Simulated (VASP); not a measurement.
# Mg (P-1) in VASP: notebook

Runs on Mg. Level: PBE. Tasks: single point.

Everything below comes from runs of VASP 6.6.1. Logs are shortened: lines on timing, memory, paths and dates and some standing lists are left out, and cuts for length are marked.

### Step 1. The cell of the first run

The typed cell holds 2 atoms: a = 3.209 Å, b = 3.209 Å, c = 5.210 Å, α = 90.00°, β = 90.00°, γ = 120.00°.

### Step 2. Single point, PBE

INCAR

```
PREC     = Accurate       # precision mode
ENCUT    = 520            # plane-wave cutoff, eV
EDIFF    = 1E-6           # SCF threshold, eV
ISMEAR   = 1              # smearing method
SIGMA    = 0.3            # smearing width, eV
LREAL    = F              # projectors in reciprocal space
LASPH    = T              # aspherical terms in the spheres
NELM     = 60             # most SCF steps
ALGO     = Normal         # electronic algorithm
ISIF     = 2              # what is computed and relaxed
LWAVE    = F              # write WAVECAR
LCHARG   = T              # write CHGCAR
GGA      = PE             # functional
LELF     = T              # ELF
LVHAR    = T            
NBANDS   = 9              # bands
```

KPOINTS

```
regular mesh
0
Gamma
  7 7 4
```

POSCAR

```
Mg
1.0
    3.2093000000      0.0000000000      0.0000000000
   -1.6046500000      2.7793400000      0.0000000000
    0.0000000000      0.0000000000      5.2103000000
Mg
2
Direct
    0.3261400000      0.6596100000      0.2467300000
    0.6633600000      0.3421200000      0.7494500000
```

Potentials or basis: VASP PAW PBE potentials, release 64 (Mg).

Launch:

```console
> cat potpaw_PBE.64/Mg/POTCAR > POTCAR
> mpirun -np 1 vasp_std > vasp.out
```

OUTCAR:

```text
PREC = Accurate
   ENCUT = 520
   EDIFF = 1E-6
   ISMEAR = 1
   LREAL = F
   LASPH = T
   NELM = 60
   ISIF = 2
   GGA = PE

 ion  position               nearest neighbor table
   1  0.326  0.660  0.247-   2 3.17   2 3.18   2 3.19   2 3.20   2 3.21   2 3.23
   2  0.663  0.342  0.749-   1 3.17   1 3.18   1 3.19   1 3.20   1 3.21   1 3.23

  LATTYP: Found a hexagonal cell.
 ALAT       =     3.2093000000
 C/A-ratio  =     1.6235004518

  Lattice vectors:

 A1 = (   3.2093000000,   0.0000000000,   0.0000000000)
 A2 = (  -1.6046500000,   2.7793400000,   0.0000000000)
 A3 = (   0.0000000000,   0.0000000000,   5.2103000000)

Analysis of symmetry for initial positions (statically):
=====================================================================
 Subroutine PRICEL returns:
 Original cell was already a primitive cell.

 Routine SETGRP: Setting up the symmetry group for a
 hexagonal supercell.

 Subroutine GETGRP returns: Found  2 space group operations
 (whereof  1 operations were pure point group operations)
 out of a pool of 24 trial point group operations.

The static configuration has the point symmetry C_1 .
 The point group associated with its full space group is S_2 .

Analysis of symmetry for dynamics (positions and initial velocities):
=====================================================================
 Subroutine PRICEL returns:
 Original cell was already a primitive cell.

 Routine SETGRP: Setting up the symmetry group for a
 hexagonal supercell.

 Subroutine GETGRP returns: Found  2 space group operations
 (whereof  1 operations were pure point group operations)
 out of a pool of 24 trial point group operations.

The dynamic configuration has the point symmetry C_1 .
 The point group associated with its full space group is S_2 .

 Subroutine INISYM returns: Found  2 space group operations
 (whereof  1 operations are pure point group operations),
 and found     1 'primitive' translations

----------------------------------------------------------------------------------------

                                     Primitive cell

  volume of cell :      46.4745

  direct lattice vectors                    reciprocal lattice vectors
     3.209300000  0.000000000  0.000000000     0.311594429  0.179898825  0.000000000
    -1.604650000  2.779340000  0.000000000     0.000000000  0.359797650  0.000000000
     0.000000000  0.000000000  5.210300000     0.000000000  0.000000000  0.191927528
[... 88 lines left out ...]
   IBRION =     -1    ionic relax: 0-MD 1-quasi-New 2-CG
   NFREE  =      0    steps in history (QN), initial steepest desc. (CG)
   ISIF   =      2    stress and relaxation
   ISYM   =      2    0-nonsym 1-usesym 2-fastsym
   POTIM  = 0.5000    time-step for ionic-motion
   TEBEG  =    0.0;   TEEND  =   0.0 temperature during run
   PSTRESS=    0.0 pullay stress
   NELECT =       4.0000    total number of electrons
   NUPDOWN=      -1.0000    fix difference up-down
   EMIN   =  10.00;   EMAX   =-10.00  energy-range for DOS
   EFERMI =   0.00;   METHOD = LEGACY
   ISMEAR =     1;   SIGMA  =   0.30  broadening in eV -4-tet -1-fermi 0-gaus
   EFERMI_NEDOS =   21; number of points for ismear=-14 and -15
   IALGO  =     38    algorithm
   IMIX   =      4    mixing-type and parameters
     AMIX     =   0.40;   BMIX     =  1.00
     AMIX_MAG =   1.60;   BMIX_MAG =  1.00
  volume/ion in A,a.u.               =      23.24       156.81
  Fermi-wavevector in a.u.,A,eV,Ry     =   0.722809  1.365910  7.108393  0.522452
  Thomas-Fermi vector in A             =   1.812865
   LORBIT       =      0    0 simple, 1 ext, 2 COOP (PROOUT), +10 PAW based schemes
   GGA     = PE    functional components
   LHFCALC =     F    Hartree Fock is set to
   AEXX    =    0.0000 exact exchange contribution
   IVDW    =     0    specifies the selected vdW correction
   LEPSILON=     F    determine dielectric tensor
   LRPA    =     F    only Hartree local field effects (RPA)
 non-spin polarized calculation
 Methfessel and Paxton  Order N= 1 SIGMA  =   0.30
  energy-cutoff  :      520.00
  volume of cell :       46.47
 maximum number of plane-waves:      1268
   NGX = 11   NGY = 11   NGZ = 19

 number of electron       4.0000000 magnetization

 Free energy of the ion-electron system (eV)
  ---------------------------------------------------
  ext. energy  EPLUGINS =         0.00000000
  ---------------------------------------------------
  free energy    TOTEN  =        -3.03230733 eV

  energy without entropy =       -3.03019660  energy(sigma->0) =       -3.03160375

 E-fermi :   2.5886     XC(G=0):  -8.4533

 val. band max:        2.5551722199   @ k =   0.4286  -0.4286   0.2500
 cond. band min:       2.7920958825   @ k =  -0.2857   0.2857   0.0000
 fundamental gap:      0.2369236626
 Fermi energy:         2.5886056129

 k-point     1 :       0.0000    0.0000    0.0000
  band No.  band energies     occupation
      1      -4.3095      2.00000
      2       0.9091      2.00000
      3       1.3254      2.00000
      4      13.4361      0.00000
      5      13.4433      0.00000
      6      13.5171      0.00000
      7      13.5318      0.00000
      8      14.3369      0.00000
      9      15.8710      0.00000
[... 265 lines left out ...]
 k-point    24 :      -0.2857   -0.4286    0.0000
  band No.  band energies     occupation
      1       0.3568      2.00000
      2       2.9044     -0.05955
      3       2.9624     -0.07078
      4       5.2839     -0.00000
      5       6.1289     -0.00000
      6       7.6425     -0.00000
      7       8.2114     -0.00000
      8       8.6239      0.00000
      9       9.3878      0.00000

 [... further k-points ...]

------------------------ aborting loop because EDIFF is reached ----------------------------------------

  FORCE on cell =-STRESS in cart. coord.  units (eV):
  Direction    XX          YY          ZZ          XY          YZ          ZX
  --------------------------------------------------------------------------------------
  -------------------------------------------------------------------------------------
  Total       -0.3548615     -0.4017222      0.4471226     -0.0066350      0.0021228     -0.0007156
  in kB      -12.2336126    -13.8491047     15.4142516     -0.2287384      0.0731821     -0.0246682
  external PRESSURE =      -3.5561552 kB  Pullay stress =       0.0000000 kB

 VOLUME and BASIS-vectors are now :
 -----------------------------------------------------------------------------
  energy-cutoff  :      520.00
  volume of cell :       46.47
      direct lattice vectors                 reciprocal lattice vectors
     3.209300000  0.000000000  0.000000000     0.311594429  0.179898825  0.000000000
    -1.604650000  2.779340000  0.000000000     0.000000000  0.359797650  0.000000000
     0.000000000  0.000000000  5.210300000     0.000000000  0.000000000  0.191927528

 POSITION                                       TOTAL-FORCE (eV/Angst)
 -----------------------------------------------------------------------------------
     -0.01176      1.83328      1.28554        -0.009031      0.026845      0.046033
      1.57994      0.95087      3.90486         0.009031     -0.026845     -0.046033
 -----------------------------------------------------------------------------------
    total drift:                                0.000000      0.000000     -0.000002

  FREE ENERGIE OF THE ION-ELECTRON SYSTEM (eV)
  ---------------------------------------------------
  free  energy   TOTEN  =        -3.0323073303 eV

  energy  without entropy=       -3.0301966022  energy(sigma->0) =       -3.03160375
```

stdout:

```text
POSCAR found type information on POSCAR Mg
 POSCAR found :  1 types and       2 ions
 scaLAPACK will be used
 LDA part: xc-table for (Slater+PW92), standard interpolation
 POSCAR, INCAR and KPOINTS ok, starting setup
 FFT: planning ... GRIDC
 FFT: planning ... GRID_SOFT
 FFT: planning ... GRID
 WAVECAR not read
 entering main loop
```

It took 35 s on 1 thread of Intel Xeon 8259CL, shared host; peak memory 0.18 GiB.

What came out:

```yaml
Free_energy: -3.0323 eV
Pressure: -0.4 GPa
Largest_force: 0.054 eV/Å
Band_gap_on_the_k_mesh: zero (bands 2 and 3 overlap by 2.03 eV)
```

Forces on the atoms (eV/Å):
```
Mg  -0.009  0.027  0.046
Mg   0.009 -0.027 -0.046
```

Stress tensor (GPa, compression positive):
```
-1.22 -0.02  0.00
-0.02 -1.38  0.01
 0.00  0.01  1.54
```

Levels at points of the mesh, in eV from the Fermi level:
```csv
k point,band 1,band 2,band 3,band 4,band 5,band 6,band 7
"(0.00, 0.00, 0.00)",-6.90,-1.68,-1.26,10.85,10.85,10.93,10.94
"(0.00, 0.00, 0.50)",-5.54,-5.49,4.97,4.98,11.58,11.59,11.60
```

Caveat: so wide a smearing shifts energies and pressures.

### Step 3. Single point, PBE

INCAR

```
ALGO = Normal
EDIFF = 1E-7
ENCUT = 520
GGA = PE
ISIF = 2
ISMEAR = 1
LASPH = T
LCHARG = F
LREAL = F
LWAVE = F
NBANDS = 9
NELM = 60
PREC = Accurate
SIGMA = 0.3
```

KPOINTS

```
k-points
0
Gamma
  7 7 4
```

POSCAR: that of step 2 with these lines changed.

```diff
@@ -8,3 +8,3 @@
 Direct
-    0.3261400000      0.6596100000      0.2467300000
+    0.3261400000      0.6596100000      0.2474977101
     0.6633600000      0.3421200000      0.7494500000
```

Potentials or basis: VASP PAW PBE potentials, release 64 (Mg).

Launch:

```console
> cat potpaw_PBE.64/Mg/POTCAR > POTCAR
> mpirun -np 1 vasp_std > vasp.out
```

OUTCAR:

```text
EDIFF = 1E-7
   ENCUT = 520
   GGA = PE
   ISIF = 2
   ISMEAR = 1
   LASPH = T
   LREAL = F
   NELM = 60
   PREC = Accurate

 ion  position               nearest neighbor table
   1  0.326  0.660  0.247-   2 3.17   2 3.18   2 3.19   2 3.20   2 3.21   2 3.23
   2  0.663  0.342  0.749-   1 3.17   1 3.18   1 3.19   1 3.20   1 3.21   1 3.23

  LATTYP: Found a hexagonal cell.
 ALAT       =     3.2093000000
 C/A-ratio  =     1.6235004518

  Lattice vectors:

 A1 = (   3.2093000000,   0.0000000000,   0.0000000000)
 A2 = (  -1.6046500000,   2.7793400000,   0.0000000000)
 A3 = (   0.0000000000,   0.0000000000,   5.2103000000)

Analysis of symmetry for initial positions (statically):
=====================================================================
 Subroutine PRICEL returns:
 Original cell was already a primitive cell.

 Routine SETGRP: Setting up the symmetry group for a
 hexagonal supercell.

 Subroutine GETGRP returns: Found  2 space group operations
 (whereof  1 operations were pure point group operations)
 out of a pool of 24 trial point group operations.

The static configuration has the point symmetry C_1 .
 The point group associated with its full space group is S_2 .

Analysis of symmetry for dynamics (positions and initial velocities):
=====================================================================
 Subroutine PRICEL returns:
 Original cell was already a primitive cell.

 Routine SETGRP: Setting up the symmetry group for a
 hexagonal supercell.

 Subroutine GETGRP returns: Found  2 space group operations
 (whereof  1 operations were pure point group operations)
 out of a pool of 24 trial point group operations.

The dynamic configuration has the point symmetry C_1 .
 The point group associated with its full space group is S_2 .

 Subroutine INISYM returns: Found  2 space group operations
 (whereof  1 operations are pure point group operations),
 and found     1 'primitive' translations

----------------------------------------------------------------------------------------

                                     Primitive cell

  volume of cell :      46.4745

  direct lattice vectors                    reciprocal lattice vectors
     3.209300000  0.000000000  0.000000000     0.311594429  0.179898825  0.000000000
    -1.604650000  2.779340000  0.000000000     0.000000000  0.359797650  0.000000000
     0.000000000  0.000000000  5.210300000     0.000000000  0.000000000  0.191927528

  length of vectors
     3.209300000  3.209304046  5.210300000     0.359798103  0.359797650  0.191927528

  position of ions in fractional coordinates (direct lattice)
     0.326140000  0.659610000  0.247497710
     0.663360000  0.342120000  0.749450000

  ion indices of the primitive-cell ions
   primitive index   ion index
                 1           1
                 2           2

----------------------------------------------------------------------------------------

 KPOINTS: k-points

Automatic generation of k-mesh.
 Grid dimensions read from file:
 generate k-points for:    7    7    4

 Generating k-lattice:

  Cartesian coordinates                     Fractional coordinates (reciprocal lattice)
     0.044513490  0.025699832  0.000000000     0.142857143  0.000000000  0.000000000
     0.000000000  0.051399664  0.000000000     0.000000000  0.142857143  0.000000000
     0.000000000  0.000000000  0.047981882     0.000000000  0.000000000  0.250000000

  Length of vectors
     0.051399729  0.051399664  0.047981882

  Shift w.r.t. Gamma in fractional coordinates (k-lattice)
     0.000000000  0.000000000  0.000000000

 Subroutine IBZKPT returns following result:
 ===========================================

 Found     99 irreducible k-points:

 Following reciprocal coordinates:
            Coordinates               Weight
  0.000000  0.000000  0.000000      1.000000
  0.142857  0.000000  0.000000      2.000000
  0.000000  0.142857  0.000000      2.000000
 -0.142857  0.142857  0.000000      2.000000
  0.285714 -0.000000  0.000000      2.000000
  0.000000  0.285714  0.000000      2.000000
[... 16 lines left out ...]
  0.285714  0.285714  0.000000      2.000000
 -0.285714 -0.428571  0.000000      2.000000
 [... further k-points ...]
   k-points           NKPTS =     99   k-points in BZ     NKDIM =     99   number of bands    NBANDS=      9
   number of dos      NEDOS =    301   number of ions     NIONS =      2
   total plane-waves  NPLWV =  23040
   dimension x,y,z NGX =    24 NGY =   24 NGZ =   40
   dimension x,y,z NGXF=    48 NGYF=   48 NGZF=   80
   ions per type =               2
   NGX,Y,Z   is equivalent  to a cutoff of  12.43, 12.43, 12.76 a.u.
   NGXF,Y,Z  is equivalent  to a cutoff of  24.86, 24.86, 25.53 a.u.
 SYSTEM =  unknown system
   PREC   = accura    normal or accurate (medium, high low for compatibility)
   ISTART =      0    job   : 0-new  1-cont  2-samecut
   ICHARG =      2    charge: 1-file 2-atom 10-const
   ISPIN  =      1    spin polarized calculation?
   LNONCOLLINEAR =      F non collinear calculations
   LSORBIT =      F    spin-orbit coupling
   LASPH  =      T    aspherical Exc in radial PAW
   ENCUT  =  520.0 eV  38.22 Ry    6.18 a.u.   5.97  5.97  9.69*2*pi/ulx,y,z
   NELM   =     60;   NELMIN=  2; NELMDL= -5     # of ELM steps
   EDIFF  = 0.1E-06   stopping-criterion for ELM
   LREAL  =      F    real-space projection
   EDIFFG = 0.1E-05   stopping-criterion for IOM
   NSW    =      0    number of steps for IOM
   IBRION =     -1    ionic relax: 0-MD 1-quasi-New 2-CG
   NFREE  =      0    steps in history (QN), initial steepest desc. (CG)
   ISIF   =      2    stress and relaxation
   ISYM   =      2    0-nonsym 1-usesym 2-fastsym
   POTIM  = 0.5000    time-step for ionic-motion
   TEBEG  =    0.0;   TEEND  =   0.0 temperature during run
   PSTRESS=    0.0 pullay stress
   NELECT =       4.0000    total number of electrons
   NUPDOWN=      -1.0000    fix difference up-down
   EMIN   =  10.00;   EMAX   =-10.00  energy-range for DOS
   EFERMI =   0.00;   METHOD = LEGACY
   ISMEAR =     1;   SIGMA  =   0.30  broadening in eV -4-tet -1-fermi 0-gaus
   EFERMI_NEDOS =   21; number of points for ismear=-14 and -15
   IALGO  =     38    algorithm
   IMIX   =      4    mixing-type and parameters
     AMIX     =   0.40;   BMIX     =  1.00
     AMIX_MAG =   1.60;   BMIX_MAG =  1.00
  volume/ion in A,a.u.               =      23.24       156.81
  Fermi-wavevector in a.u.,A,eV,Ry     =   0.722809  1.365910  7.108393  0.522452
  Thomas-Fermi vector in A             =   1.812865
   LORBIT       =      0    0 simple, 1 ext, 2 COOP (PROOUT), +10 PAW based schemes
   GGA     = PE    functional components
   LHFCALC =     F    Hartree Fock is set to
   AEXX    =    0.0000 exact exchange contribution
   IVDW    =     0    specifies the selected vdW correction
   LEPSILON=     F    determine dielectric tensor
   LRPA    =     F    only Hartree local field effects (RPA)
 non-spin polarized calculation
 Methfessel and Paxton  Order N= 1 SIGMA  =   0.30
  energy-cutoff  :      520.00
  volume of cell :       46.47
 maximum number of plane-waves:      1268
   NGX = 11   NGY = 11   NGZ = 19

 number of electron       4.0000000 magnetization

 Free energy of the ion-electron system (eV)
  ---------------------------------------------------
  ext. energy  EPLUGINS =         0.00000000
  ---------------------------------------------------
  free energy    TOTEN  =        -3.03246552 eV

  energy without entropy =       -3.03036138  energy(sigma->0) =       -3.03176414

 E-fermi :   2.5885     XC(G=0):  -8.4533

 val. band max:        2.5550711596   @ k =   0.4286  -0.4286   0.2500
 cond. band min:       2.7921287679   @ k =  -0.2857   0.2857   0.0000
 fundamental gap:      0.2370576082
 Fermi energy:         2.5885163244

 k-point     1 :       0.0000    0.0000    0.0000
  band No.  band energies     occupation
      1      -4.3094      2.00000
      2       0.9090      2.00000
      3       1.3254      2.00000
      4      13.4363      0.00000
      5      13.4434      0.00000
      6      13.5173      0.00000
      7      13.5320      0.00000
      8      14.3368      0.00000
      9      15.8720      0.00000
[... 265 lines left out ...]
 k-point    24 :      -0.2857   -0.4286    0.0000
  band No.  band energies     occupation
      1       0.3569      2.00000
      2       2.9045     -0.05964
      3       2.9625     -0.07077
      4       5.2839     -0.00000
      5       6.1289     -0.00000
      6       7.6424     -0.00000
      7       8.2113     -0.00000
      8       8.6239      0.00000
      9       9.3879      0.00000

 [... further k-points ...]

------------------------ aborting loop because EDIFF is reached ----------------------------------------

  FORCE on cell =-STRESS in cart. coord.  units (eV):
  Direction    XX          YY          ZZ          XY          YZ          ZX
  --------------------------------------------------------------------------------------
  -------------------------------------------------------------------------------------
  Total       -0.3549220     -0.4017587      0.4461564     -0.0066314      0.0015235     -0.0005136
  in kB      -12.2356995    -13.8503630     15.3809438     -0.2286130      0.0525227     -0.0177055
  external PRESSURE =      -3.5683729 kB  Pullay stress =       0.0000000 kB

 VOLUME and BASIS-vectors are now :
 -----------------------------------------------------------------------------
  energy-cutoff  :      520.00
  volume of cell :       46.47
      direct lattice vectors                 reciprocal lattice vectors
     3.209300000  0.000000000  0.000000000     0.311594429  0.179898825  0.000000000
    -1.604650000  2.779340000  0.000000000     0.000000000  0.359797650  0.000000000
     0.000000000  0.000000000  5.210300000     0.000000000  0.000000000  0.191927528

 POSITION                                       TOTAL-FORCE (eV/Angst)
 -----------------------------------------------------------------------------------
     -0.01176      1.83328      1.28954        -0.009028      0.026836      0.033042
      1.57994      0.95087      3.90486         0.009028     -0.026836     -0.033042
 -----------------------------------------------------------------------------------
    total drift:                               -0.000000     -0.000000     -0.000002

  FREE ENERGIE OF THE ION-ELECTRON SYSTEM (eV)
  ---------------------------------------------------
  free  energy   TOTEN  =        -3.0324655223 eV

  energy  without entropy=       -3.0303613827  energy(sigma->0) =       -3.03176414
```

It took 32 s on 1 thread of Intel Xeon 8259CL, shared host; peak memory 0.18 GiB.

What came out:

```
Free energy            : -3.0325 eV
Pressure               : -0.4 GPa
Largest force          : 0.044 eV/Å
Band gap on the k mesh : zero (bands 2 and 3 overlap by 2.03 eV)
```

Forces in eV/Å, atoms in the order of the input:
```
Mg  -0.009  0.027  0.033
Mg   0.009 -0.027 -0.033
```

Stress tensor (GPa, compression positive):
```
-1.22 -0.02  0.00
-0.02 -1.39  0.01
 0.00  0.01  1.54
```

Caveat: so wide a smearing shifts energies and pressures.
